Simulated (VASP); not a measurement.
Input of a VASP 6.6.1 run:

The input INCAR:

```
SYSTEM = Ru
ALGO     = Fast           ! electronic algorithm
EDIFF    = 1E-6           ! SCF threshold, eV
ENCUT    = 520            ! plane-wave cutoff, eV
GGA      = PE             ! functional
ISIF     = 2              ! what is computed and relaxed
ISMEAR   = 0              ! smearing method
LASPH    = .TRUE.         ! aspherical terms in the spheres
LCHARG   = .FALSE.        ! write CHGCAR
LREAL    = .FALSE.        ! projectors in reciprocal space
LWAVE    = .FALSE.        ! write WAVECAR
NBANDS   = 21             ! bands
NELM     = 80             ! most SCF steps
PREC     = Accurate       ! precision mode
SIGMA    = 0.15           ! smearing width, eV
```

File KPOINTS:

```
k-points
0
G
  21 21 12
  0 0 0
```

File POSCAR:

```
Ru
1.0
    2.7125673809      0.0000000000      0.0000000000
   -1.3562836905      2.3491522613      0.0000000000
    0.0000000000      0.0000000000      4.8378639238
Ru
2
Direct
    0.3333333333      0.6666666667      0.2500000000
    0.6666666667      0.3333333333      0.7500000000
```

Potentials or basis: VASP PAW PBE potentials, release 64 (Ru_pv).

The run is started by

```console
$ cat potpaw_PBE.64/Ru_pv/POTCAR > POTCAR
$ mpirun -np 1 vasp_std > vasp.out
```

Predict the band gap on the k mesh.

zero (band 14 reaches 11.85 eV, above the bottom of band 15 at 9.73 eV).

What does it give for the pressure?

-23.4 GPa.

Stress tensor (GPa, compression positive):
```
-11.21   0.00   0.00
  0.00 -11.21   0.00
  0.00   0.00 -47.92
```
